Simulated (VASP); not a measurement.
TaWC2:

```
CELL_PARAMETERS angstrom
1.57186 0.90751 5.10162
-1.57186 0.90751 5.10162
0.00000 -1.81502 5.10162
ATOMIC_POSITIONS crystal
W 0.00000 0.00000 0.00000
Ta 0.50000 0.50000 0.50000
C 0.25093 0.25093 0.25093
C 0.74907 0.74907 0.74907
```

Base run:

```yaml
Program: VASP 6.6.1
Functional: LDA
Potentials_or_basis: VASP PAW LDA potentials, release 64 (W_sv, Ta_pv, C)
Cutoff: 520 eV
k_mesh: 10 × 10 × 10
Occupations: fermi-dirac, width 0.05 eV
Spin: no spin polarisation
Hubbard_terms: Ta d U = 5.0 eV, W d U = 5.0 eV
```

Its results: band gap on the k mesh zero (an odd number of electrons rules out a gap without spin polarisation); pressure -2.9 GPa; largest force 0.079 eV/Å.

Task: After a change of settings the same cell gave: band gap on the k mesh zero (an odd number of electrons rules out a gap without spin polarisation); pressure -0.3 GPa; largest force 0.065 eV/Å. Which change was it?
A. hubbard terms from Ta d U = 5.0 eV, W d U = 5.0 eV to none
B. hubbard terms from Ta d U = 5.0 eV, W d U = 5.0 eV to Ta d U = 8.0 eV, W d U = 8.0 eV
C. hubbard terms from Ta d U = 5.0 eV, W d U = 5.0 eV to Ta d U = 6.0 eV, W d U = 6.0 eV

Result: C.

Caveats: spin-orbit coupling is left out, which moves the levels of the heavy elements; U without spin polarisation on a metal has little footing; the U is typed as a test and isn't derived for this compound.
